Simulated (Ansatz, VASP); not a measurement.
**Zn2CdSe3 in VASP and in Ansatz**

Contents of INCAR:

```
SYSTEM = Zn2CdSe3
ALGO = Normal ; EDIFF = 1E-6
ENCUT = 520 ; GGA = PE
ISIF = 2 ; ISMEAR = 0
LASPH = .True. ; LCHARG = .False.
LREAL = .False. ; LWAVE = .False.
NBANDS = 66 ; NELM = 100
PREC = Accurate ; SIGMA = 0.1
```

File KPOINTS:

```
k-points
0
Gamma
  6 6 1
  0 0 0
```

File POSCAR:

```
Zn2CdSe3
1.0
    4.1484554214      0.0000000000      0.0000000000
   -2.0742277107      3.5926677814      0.0000000000
    0.0000000000      0.0000000000     20.5700491000
Zn Cd Se
4 2 6
Direct
    0.3333333333      0.6666666667      0.9976820000
    0.3333333333      0.6666666667      0.3387040000
    0.6666666667      0.3333333333      0.4976820000
    0.6666666667      0.3333333333      0.8387040000
    0.3333333333      0.6666666667      0.6705410000
    0.6666666667      0.3333333333      0.1705410000
    0.3333333333      0.6666666667      0.1181550000
    0.3333333333      0.6666666667      0.4596600000
    0.3333333333      0.6666666667      0.8002580000
    0.6666666667      0.3333333333      0.3002580000
    0.6666666667      0.3333333333      0.6181550000
    0.6666666667      0.3333333333      0.9596600000
```

Input for Ansatz:

```yaml
crystal:
  lattice:
    - [4.1484554214, 0.0, 0.0]
    - [-2.0742277107, 3.5926677814, 0.0]
    - [0.0, 0.0, 20.5700491]
  atoms:
    - { symbol: Zn, position: [0.3333333333, 0.6666666667, 0.997682] }
    - { symbol: Zn, position: [0.3333333333, 0.6666666667, 0.338704] }
    - { symbol: Zn, position: [0.6666666667, 0.3333333333, 0.497682] }
    - { symbol: Zn, position: [0.6666666667, 0.3333333333, 0.838704] }
    - { symbol: Cd, position: [0.3333333333, 0.6666666667, 0.670541] }
    - { symbol: Cd, position: [0.6666666667, 0.3333333333, 0.170541] }
    - { symbol: Se, position: [0.3333333333, 0.6666666667, 0.118155] }
    - { symbol: Se, position: [0.3333333333, 0.6666666667, 0.45966] }
    - { symbol: Se, position: [0.3333333333, 0.6666666667, 0.800258] }
    - { symbol: Se, position: [0.6666666667, 0.3333333333, 0.300258] }
    - { symbol: Se, position: [0.6666666667, 0.3333333333, 0.618155] }
    - { symbol: Se, position: [0.6666666667, 0.3333333333, 0.95966] }
basis:
  ecutwfc: 420
kpoints:
  mp_grid: { grid: [6, 6, 1] }
hamiltonian:
  xc: pbe
scf:
  occupations: { method: gaussian, width: 0.1 }
  lower_state_search: "off"
output:
  forces: true
  stress: true
  eigenvalues: true
```

Alike in both runs: task single point; functional PBE; k mesh 6 × 6 × 1; occupations gaussian, width 0.1 eV; no spin polarisation.

|  | VASP | Ansatz |
| --- | --- | --- |
| version | VASP 6.6.1 | Ansatz 0.2.0 |
| potentials or method | VASP PAW PBE potentials, release 64 (Zn, Cd, Se), cutoff 520 eV | scalar-relativistic, plane waves, PAW |
| valence electrons in the cell | 108 | 184 |

```tsv
	VASP	Ansatz	Ansatz less VASP
gap on the k mesh at the Fermi level (eV)	0.73	0.73	+0.004
least direct gap on the mesh (eV)	0.73	0.73	+0.004
pressure (GPa)	0.2	0.0	-0.23
rms of the force components (eV/Å)	0.006	0.001	-0.0044
```

Atom by atom the forces differ by 0.006 eV/Å (rms over components). The functional is the same, so the differences come from potentials, cutoffs and numerics. VASP's potentials hold 108 valence electrons a cell and Ansatz's 184, so a difference there can come from the potentials and not from the codes.
